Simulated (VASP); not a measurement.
# SiB6 (Pm-3m) in VASP: a series of runs

The runs below take SiB6 through single point, relaxation of cell and atoms, with PBE.

All numbers are computed with VASP 6.6.1; they aren't measurements. Logs are shortened: lines on timing, memory, paths and dates and some standing lists are left out, and cuts for length are marked.

## (1) The cell of the first run

Symmetry: Pm-3m, No. 221, cubic system. The conventional cell has a = 4.132 Å, b = 4.132 Å, c = 4.132 Å, α = 90.00°, β = 90.00°, γ = 90.00°. Si (site symmetry m-3m) has 24 B at 3.04 Å and 6 Si at 4.13 Å within 4.2 Å. Within 2.2 Å of B (site symmetry 4mm) lie 5 B at 1.65 to 1.75 Å.

## (2) Single point, PBE

The input, INCAR:

```
PREC = Accurate ; ENCUT = 520
EDIFF = 1E-7 ; ISMEAR = 0
SIGMA = 0.01 ; LREAL = F
LASPH = T ; NELM = 80
ALGO = Normal ; ISIF = 2
LWAVE = F ; LCHARG = F
GGA = PE ; NBANDS = 20
```

The input, KPOINTS:

```
regular mesh
0
Gamma
  10 10 10
```

The input, POSCAR:

```
SiB6
1.0
    4.1324121801      0.0000000000      0.0000000000
    0.0000000000      4.1324121801      0.0000000000
    0.0000000000      0.0000000000      4.1324121801
Si B
1 6
Direct
    0.0000000000      0.0000000000      0.0000000000
    0.2002364657      0.5000000000      0.5000000000
    0.5000000000      0.2002364657      0.5000000000
    0.7997635343      0.5000000000      0.5000000000
    0.5000000000      0.7997635343      0.5000000000
    0.5000000000      0.5000000000      0.2002364657
    0.5000000000      0.5000000000      0.7997635343
```

Potentials or basis: VASP PAW PBE potentials, release 64 (Si, B).

Started as:

```bash
$ cat potpaw_PBE.64/Si/POTCAR potpaw_PBE.64/B/POTCAR > POTCAR
$ mpirun -np 1 vasp_std > vasp.out
```

OUTCAR:

```text
PREC = Accurate
   ENCUT = 520
   EDIFF = 1E-7
   ISMEAR = 0
   LREAL = F
   LASPH = T
   NELM = 80
   ISIF = 2
   GGA = PE

 ion  position               nearest neighbor table
   1  0.000  0.000  0.000-
   2  0.200  0.500  0.500-   4 1.65   3 1.75   5 1.75   6 1.75   7 1.75
   3  0.500  0.200  0.500-   5 1.65   4 1.75   2 1.75   6 1.75   7 1.75
   4  0.800  0.500  0.500-   2 1.65   3 1.75   5 1.75   6 1.75   7 1.75
   5  0.500  0.800  0.500-   3 1.65   2 1.75   4 1.75   6 1.75   7 1.75
   6  0.500  0.500  0.200-   7 1.65   3 1.75   4 1.75   5 1.75   2 1.75
   7  0.500  0.500  0.800-   6 1.65   3 1.75   4 1.75   5 1.75   2 1.75

  LATTYP: Found a simple cubic cell.
 ALAT       =     4.1324121801

  Lattice vectors:

 A1 = (   4.1324121801,   0.0000000000,   0.0000000000)
 A2 = (   0.0000000000,   4.1324121801,   0.0000000000)
 A3 = (   0.0000000000,   0.0000000000,   4.1324121801)

Analysis of symmetry for initial positions (statically):
=====================================================================
 Subroutine PRICEL returns:
 Original cell was already a primitive cell.

 Routine SETGRP: Setting up the symmetry group for a
 simple cubic supercell.

 Subroutine GETGRP returns: Found 48 space group operations
 (whereof 48 operations were pure point group operations)
 out of a pool of 48 trial point group operations.

The static configuration has the point symmetry O_h .

Analysis of symmetry for dynamics (positions and initial velocities):
=====================================================================
 Subroutine PRICEL returns:
 Original cell was already a primitive cell.

 Routine SETGRP: Setting up the symmetry group for a
 simple cubic supercell.

 Subroutine GETGRP returns: Found 48 space group operations
 (whereof 48 operations were pure point group operations)
 out of a pool of 48 trial point group operations.

The dynamic configuration has the point symmetry O_h .

 Subroutine INISYM returns: Found 48 space group operations
 (whereof 48 operations are pure point group operations),
 and found     1 'primitive' translations

----------------------------------------------------------------------------------------

                                     Primitive cell

  volume of cell :      70.5685

  direct lattice vectors                    reciprocal lattice vectors
     4.132412180  0.000000000  0.000000000     0.241989414  0.000000000  0.000000000
     0.000000000  4.132412180  0.000000000     0.000000000  0.241989414  0.000000000
     0.000000000  0.000000000  4.132412180     0.000000000  0.000000000  0.241989414

  length of vectors
     4.132412180  4.132412180  4.132412180     0.241989414  0.241989414  0.241989414

  position of ions in fractional coordinates (direct lattice)
     0.000000000  0.000000000  0.000000000
     0.200236466  0.500000000  0.500000000
     0.500000000  0.200236466  0.500000000
     0.799763534  0.500000000  0.500000000
     0.500000000  0.799763534  0.500000000
     0.500000000  0.500000000  0.200236466
     0.500000000  0.500000000  0.799763534

  ion indices of the primitive-cell ions
   primitive index   ion index
                 1           1
                 2           2
                 3           3
                 4           4
                 5           5
                 6           6
                 7           7

----------------------------------------------------------------------------------------

 KPOINTS: regular mesh

Automatic generation of k-mesh.
 Grid dimensions read from file:
 generate k-points for:   10   10   10

 Generating k-lattice:

  Cartesian coordinates                     Fractional coordinates (reciprocal lattice)
     0.024198941  0.000000000  0.000000000     0.100000000  0.000000000  0.000000000
     0.000000000  0.024198941  0.000000000     0.000000000  0.100000000  0.000000000
     0.000000000  0.000000000  0.024198941     0.000000000  0.000000000  0.100000000

  Length of vectors
     0.024198941  0.024198941  0.024198941

  Shift w.r.t. Gamma in fractional coordinates (k-lattice)
     0.000000000  0.000000000  0.000000000

 Subroutine IBZKPT returns following result:
 ===========================================

 Found     56 irreducible k-points:

 Following reciprocal coordinates:
            Coordinates               Weight
  0.000000  0.000000  0.000000      1.000000
  0.100000  0.000000  0.000000      6.000000
  0.200000  0.000000  0.000000      6.000000
  0.300000  0.000000  0.000000      6.000000
  0.400000  0.000000  0.000000      6.000000
  0.500000  0.000000  0.000000      3.000000
[... 16 lines left out ...]
  0.200000  0.100000  0.100000     24.000000
  0.300000  0.100000  0.100000     24.000000
 [... further k-points ...]
   k-points           NKPTS =     56   k-points in BZ     NKDIM =     56   number of bands    NBANDS=     20
   number of dos      NEDOS =    301   number of ions     NIONS =      7
   total plane-waves  NPLWV =  32768
   dimension x,y,z NGX =    32 NGY =   32 NGZ =   32
   dimension x,y,z NGXF=    64 NGYF=   64 NGZF=   64
   ions per type =               1   6
   NGX,Y,Z   is equivalent  to a cutoff of  12.87, 12.87, 12.87 a.u.
   NGXF,Y,Z  is equivalent  to a cutoff of  25.75, 25.75, 25.75 a.u.
 SYSTEM =  unknown system
   PREC   = accura    normal or accurate (medium, high low for compatibility)
   ISTART =      0    job   : 0-new  1-cont  2-samecut
   ICHARG =      2    charge: 1-file 2-atom 10-const
   ISPIN  =      1    spin polarized calculation?
   LNONCOLLINEAR =      F non collinear calculations
   LSORBIT =      F    spin-orbit coupling
   LASPH  =      T    aspherical Exc in radial PAW
   ENCUT  =  520.0 eV  38.22 Ry    6.18 a.u.   7.68  7.68  7.68*2*pi/ulx,y,z
   NELM   =     80;   NELMIN=  2; NELMDL= -5     # of ELM steps
   EDIFF  = 0.1E-06   stopping-criterion for ELM
   LREAL  =      F    real-space projection
   EDIFFG = 0.1E-05   stopping-criterion for IOM
   NSW    =      0    number of steps for IOM
   IBRION =     -1    ionic relax: 0-MD 1-quasi-New 2-CG
   NFREE  =      0    steps in history (QN), initial steepest desc. (CG)
   ISIF   =      2    stress and relaxation
   ISYM   =      2    0-nonsym 1-usesym 2-fastsym
   POTIM  = 0.5000    time-step for ionic-motion
   TEBEG  =    0.0;   TEEND  =   0.0 temperature during run
   PSTRESS=    0.0 pullay stress
   NELECT =      22.0000    total number of electrons
   NUPDOWN=      -1.0000    fix difference up-down
   EMIN   =  10.00;   EMAX   =-10.00  energy-range for DOS
   EFERMI =   0.00;   METHOD = LEGACY
   ISMEAR =     0;   SIGMA  =   0.01  broadening in eV -4-tet -1-fermi 0-gaus
   EFERMI_NEDOS =   21; number of points for ismear=-14 and -15
   IALGO  =     38    algorithm
   IMIX   =      4    mixing-type and parameters
     AMIX     =   0.40;   BMIX     =  1.00
     AMIX_MAG =   1.60;   BMIX_MAG =  1.00
  volume/ion in A,a.u.               =      10.08        68.03
  Fermi-wavevector in a.u.,A,eV,Ry     =   1.110057  2.097704 16.765471  1.232227
  Thomas-Fermi vector in A             =   2.246604
   LORBIT       =      0    0 simple, 1 ext, 2 COOP (PROOUT), +10 PAW based schemes
   GGA     = PE    functional components
   LHFCALC =     F    Hartree Fock is set to
   AEXX    =    0.0000 exact exchange contribution
   IVDW    =     0    specifies the selected vdW correction
   LEPSILON=     F    determine dielectric tensor
   LRPA    =     F    only Hartree local field effects (RPA)
 non-spin polarized calculation
 Gauss-broadening in eV      SIGMA  =   0.01
  energy-cutoff  :      520.00
  volume of cell :       70.57
 maximum number of plane-waves:      1935
 NGX is ok and might be reduce to    32
   NGX = 15   NGY = 15   NGZ = 15

 number of electron      22.0000000 magnetization

 Free energy of the ion-electron system (eV)
  ---------------------------------------------------
  ext. energy  EPLUGINS =         0.00000000
  ---------------------------------------------------
  free energy    TOTEN  =       -42.46640253 eV

  energy without entropy =      -42.46640252  energy(sigma->0) =      -42.46640252

 E-fermi :   5.2686     XC(G=0): -10.5492

 val. band max:        5.2384359731   @ k =   0.5000   0.0000   0.0000
 cond. band min:       5.2999257600   @ k =   0.5000   0.5000   0.0000
 fundamental gap:      0.0614897869
 Fermi energy:         5.2686429087

 k-point     1 :       0.0000    0.0000    0.0000
  band No.  band energies     occupation
      1      -9.6089      2.00000
      2      -3.7098      2.00000
      3      -1.8227      2.00000
      4      -1.8227      2.00000
      5      -1.8227      2.00000
      6      -0.1164      2.00000
[... 12 lines left out ...]
     19      11.5701      0.00000
     20      15.5168      0.00000

 k-point     2 :       0.1000    0.0000    0.0000
  band No.  band energies     occupation
      1      -9.5703      2.00000
      2      -3.8985      2.00000
      3      -1.9488      2.00000
      4      -1.7674      2.00000
      5      -1.7674      2.00000
      6      -0.0896      2.00000
[... 12 lines left out ...]
     19      12.0226      0.00000
     20      14.6660      0.00000

 k-point     3 :       0.2000    0.0000    0.0000
  band No.  band energies     occupation
      1      -9.4628      2.00000
      2      -4.3796      2.00000
      3      -2.0078      2.00000
      4      -1.6091      2.00000
      5      -1.6091      2.00000
      6      -0.0168      2.00000
[... 12 lines left out ...]
     19      13.0647      0.00000
     20      14.0641      0.00000

 k-point     4 :       0.3000    0.0000    0.0000
  band No.  band energies     occupation
      1      -9.3137      2.00000
      2      -4.9271      2.00000
      3      -1.8915      2.00000
      4      -1.3768      2.00000
      5      -1.3768      2.00000
      6       0.0792      2.00000
[... 429 lines left out ...]
 k-point    23 :       0.2000    0.1000    0.1000
  band No.  band energies     occupation
      1      -9.3915      2.00000
      2      -4.3837      2.00000
      3      -2.5886      2.00000
      4      -2.0988      2.00000
      5      -0.7160      2.00000
      6       0.5973      2.00000
[... 12 lines left out ...]
     19      13.2838      0.00000
     20      13.3714      0.00000

 k-point    24 :       0.3000    0.1000    0.1000
  band No.  band energies     occupation
      1      -9.2486      2.00000
      2      -4.8318      2.00000
      3      -2.5786      2.00000
      4      -1.8802      2.00000
      5      -0.4497      2.00000
      6       0.1778      2.00000
[... 12 lines left out ...]
     19      13.5806      0.00000
     20      13.7646      0.00000

 [... further k-points ...]

------------------------ aborting loop because EDIFF is reached ----------------------------------------

  FORCE on cell =-STRESS in cart. coord.  units (eV):
  Direction    XX          YY          ZZ          XY          YZ          ZX
  --------------------------------------------------------------------------------------
  -------------------------------------------------------------------------------------
  Total        0.0208531      0.0208531      0.0208531      0.0000000      0.0000000     -0.0000000
  in kB        0.4734447      0.4734447      0.4734447      0.0000000      0.0000000     -0.0000000
  external PRESSURE =       0.4734447 kB  Pullay stress =       0.0000000 kB

 VOLUME and BASIS-vectors are now :
 -----------------------------------------------------------------------------
  energy-cutoff  :      520.00
  volume of cell :       70.57
      direct lattice vectors                 reciprocal lattice vectors
     4.132412180  0.000000000  0.000000000     0.241989414  0.000000000  0.000000000
     0.000000000  4.132412180  0.000000000     0.000000000  0.241989414  0.000000000
     0.000000000  0.000000000  4.132412180     0.000000000  0.000000000  0.241989414

 POSITION                                       TOTAL-FORCE (eV/Angst)
 -----------------------------------------------------------------------------------
      0.00000      0.00000      0.00000         0.000000      0.000000      0.000000
      0.82746      2.06621      2.06621        -0.026626      0.000000     -0.000000
      2.06621      0.82746      2.06621         0.000000     -0.026626      0.000000
      3.30495      2.06621      2.06621         0.026626      0.000000      0.000000
      2.06621      3.30495      2.06621        -0.000000      0.026626     -0.000000
      2.06621      2.06621      0.82746        -0.000000      0.000000     -0.026626
      2.06621      2.06621      3.30495         0.000000      0.000000      0.026626
 -----------------------------------------------------------------------------------
    total drift:                                0.000000     -0.000000     -0.000000

  FREE ENERGIE OF THE ION-ELECTRON SYSTEM (eV)
  ---------------------------------------------------
  free  energy   TOTEN  =       -42.4664025264 eV

  energy  without entropy=      -42.4664025227  energy(sigma->0) =      -42.46640252
```

Run time: 1.7 min. Hardware: 1 thread of Intel Xeon 8259CL, shared host; peak memory 0.21 GiB.

What came out:

| Item | Value |
| --- | --- |
| Free energy | -42.4664 eV |
| Pressure | 0.0 GPa |
| Largest force | 0.027 eV/Å |
| Band gap on the k mesh | 0.06 eV (least direct gap 0.67 eV) |

Forces on the atoms (eV/Å):
```
Si   0.000  0.000  0.000
B   -0.027  0.000  0.000
B    0.000 -0.027  0.000
B    0.027  0.000  0.000
B    0.000  0.027  0.000
B    0.000  0.000 -0.027
B    0.000  0.000  0.027
```

## (3) Relaxation of cell and atoms, PBE

The input, INCAR:

```
PREC = Accurate ; ENCUT = 600
EDIFF = 1E-7 ; ISMEAR = 0
SIGMA = 0.01 ; LREAL = F
LASPH = T ; NELM = 80
ALGO = Normal ; ISIF = 3
LWAVE = F ; LCHARG = F
GGA = PE ; IBRION = 2
NSW = 100 ; EDIFFG = -0.01
```

The input, KPOINTS:

```
Automatic mesh
0
Gamma
  8 8 8
```

The input, POSCAR:

```
SiB6
1.0
    4.1339652704      0.0000000000      0.0000000000
    0.0000000000      4.1339652704      0.0000000000
    0.0000000000      0.0000000000      4.1339652704
Si B
1 6
Direct
    0.0000000000      0.0000000000      0.0000000000
    0.2004363780      0.5000000000      0.5000000000
    0.5000000000      0.2004363780      0.5000000000
    0.7995636220      0.5000000000      0.5000000000
    0.5000000000      0.7995636220      0.5000000000
    0.5000000000      0.5000000000      0.2004363780
    0.5000000000      0.5000000000      0.7995636220
```

Potentials or basis: VASP PAW PBE potentials, release 64 (Si, B).

Started as:

```bash
$ cat potpaw_PBE.64/Si/POTCAR potpaw_PBE.64/B/POTCAR > POTCAR
$ mpirun -np 1 vasp_std > vasp.out
```

Wall time 2.7 min (1 thread of Intel Xeon 8259CL, shared host); peak memory 0.21 GiB.

It converged, with:

```
Free energy                           : -42.4699 eV
Relaxed volume                        : 10.09 Å³/atom
Relaxed cell                          : a = 4.134 Å, b = 4.134 Å, c = 4.134 Å, α = 90.00°, β = 90.00°, γ = 90.00°
Space group after relaxing (to 0.1 Å) : Pm-3m (No. 221)
Energy gained by relaxing             : 0.0 meV/atom
Ionic steps                           : 3
Pressure after relaxing               : -0.1 GPa
Band gap on the k mesh                : 0.06 eV (least direct gap 0.67 eV)
```

Forces in eV/Å, atoms in the order of the input:
```
Si   0.000  0.000  0.000
B    0.002  0.000  0.000
B    0.000  0.002  0.000
B   -0.002  0.000  0.000
B    0.000 -0.002  0.000
B    0.000  0.000  0.002
B    0.000  0.000 -0.002
```

Step by step:
```csv
step,energy change (eV),largest force (eV/Å),pressure (GPa),volume (Å³)
1,0.0000,0.0737,-0.10,70.65
2,0.0009,0.1626,-0.15,70.58
3,-0.0003,0.0024,-0.12,70.63
```

Final structure:
```xyz
7
Lattice="4.1335 0.0000 0.0000 0.0000 4.1335 0.0000 0.0000 0.0000 4.1335" Properties=species:S:1:pos:R:3 pbc="T T T"
Si    0.0000    0.0000    0.0000
B     0.8274    2.0668    2.0668
B     2.0668    0.8274    2.0668
B     3.3062    2.0668    2.0668
B     2.0668    3.3062    2.0668
B     2.0668    2.0668    0.8274
B     2.0668    2.0668    3.3062
```

Levels at points of the mesh, in eV from the valence-band top:
```tsv
k point	band 7	band 8	band 9	band 10	band 11	band 12	band 13	band 14	band 15
(0.00, 0.00, 0.00)	-5.36	-3.65	-0.22	-0.22	-0.22	1.15	1.15	1.15	2.78
(0.50, 0.00, 0.00)	-5.05	-3.34	-3.34	-1.91	0.00	0.67	1.59	2.42	2.42
(0.50, 0.50, 0.00)	-2.57	-2.57	-2.13	-1.69	-1.69	0.06	0.06	0.27	5.83
(0.50, 0.50, 0.50)	-5.68	-5.68	-1.29	-1.29	-1.29	3.07	3.07	3.07	5.82
```

A k mesh can miss the band edges.

## (4) Relaxation of cell and atoms, PBE

The input, INCAR:

```
PREC     = Accurate       # precision mode
ENCUT    = 600            # plane-wave cutoff, eV
EDIFF    = 1E-6           # SCF threshold, eV
ISMEAR   = 0              # smearing method
SIGMA    = 0.01           # smearing width, eV
LREAL    = F              # projectors in reciprocal space
LASPH    = T              # aspherical terms in the spheres
NELM     = 60             # most SCF steps
ALGO     = Normal         # electronic algorithm
ISIF     = 3              # what is computed and relaxed
LWAVE    = F              # write WAVECAR
LCHARG   = F              # write CHGCAR
GGA      = PE             # functional
IBRION   = 2              # ionic algorithm
NSW      = 100            # ionic steps
EDIFFG   = -0.01          # ionic threshold
```

The input, KPOINTS:

```
Automatic mesh
0
Gamma
  10 10 10
```

The input, POSCAR:

```
SiB6
1.0
    4.1324121801      0.0000000000      0.0000000000
    0.0000000000      4.1324121801      0.0000000000
    0.0000000000      0.0000000000      4.1324121801
Si B
1 6
Direct
    0.0000000000      0.0000000000      0.0000000000
    0.2002364657      0.5000000000      0.5000000000
    0.5000000000      0.2002364657      0.5000000000
    0.7997635343      0.5000000000      0.5000000000
    0.5000000000      0.7997635343      0.5000000000
    0.5000000000      0.5000000000      0.2002364657
    0.5000000000      0.5000000000      0.7997635343
```

Started as:

```bash
$ cat potpaw_PBE.64/Si/POTCAR potpaw_PBE.64/B/POTCAR > POTCAR
$ mpirun -np 1 vasp_std > vasp.out
```

It took 2.9 min on 1 thread of Intel Xeon 8259CL, shared host; peak memory 0.24 GiB.

It converged, with:

```yaml
Free_energy: -42.4720 eV
Energy_gained_by_relaxing: 0.0 meV/atom
Ionic_steps: 3
Pressure_after_relaxing: 0.0 GPa
Band_gap_on_the_k_mesh: 0.06 eV (least direct gap 0.67 eV)
```

Final structure:
```xyz
7
Lattice="4.1325 0.0000 0.0000 0.0000 4.1325 0.0000 0.0000 0.0000 4.1325" Properties=species:S:1:pos:R:3 pbc="T T T"
Si    0.0000    0.0000    4.1325
B     0.8271    2.0663    2.0663
B     2.0663    0.8271    2.0663
B     3.3055    2.0663    2.0663
B     2.0663    3.3055    2.0663
B     2.0663    2.0663    0.8271
B     2.0663    2.0663    3.3055
```

Levels at points of the mesh, in eV from the valence-band top:
```tsv
k point	band 7	band 8	band 9	band 10	band 11	band 12	band 13	band 14	band 15
(0.00, 0.00, 0.00)	-5.36	-3.64	-0.22	-0.22	-0.22	1.16	1.16	1.16	2.78
(0.50, 0.00, 0.00)	-5.05	-3.34	-3.34	-1.91	0.00	0.67	1.59	2.43	2.43
(0.50, 0.50, 0.00)	-2.58	-2.58	-2.13	-1.69	-1.69	0.06	0.06	0.27	5.83
(0.50, 0.50, 0.50)	-5.68	-5.68	-1.29	-1.29	-1.29	3.07	3.07	3.07	5.83
```

A k mesh can miss the band edges.

## (5) Summary

| task | cell | k mesh | cutoff (eV) | gap on the mesh (eV) | pressure (GPa) | relaxed volume (Å³/atom) |
| --- | --- | --- | --- | --- | --- | --- |
| single point | a = 4.132 Å, 7 atoms | 10 × 10 × 10 | 520 | 0.06 | 0.0 | - |
| relaxation of cell and atoms | relaxed from a = 4.134 Å, 7 atoms | 8 × 8 × 8 | 600 | 0.06 | -0.1 | 10.09 |
| relaxation of cell and atoms | relaxed from a = 4.132 Å, 7 atoms | 10 × 10 × 10 | 600 | 0.06 | 0.0 | 10.08 |

Alike in all rows: level PBE; potentials or basis VASP PAW PBE potentials, release 64 (Si, B); no spin polarisation; smearing gaussian 0.01 eV.

Absolute energies hang on the potentials; compare differences alone.
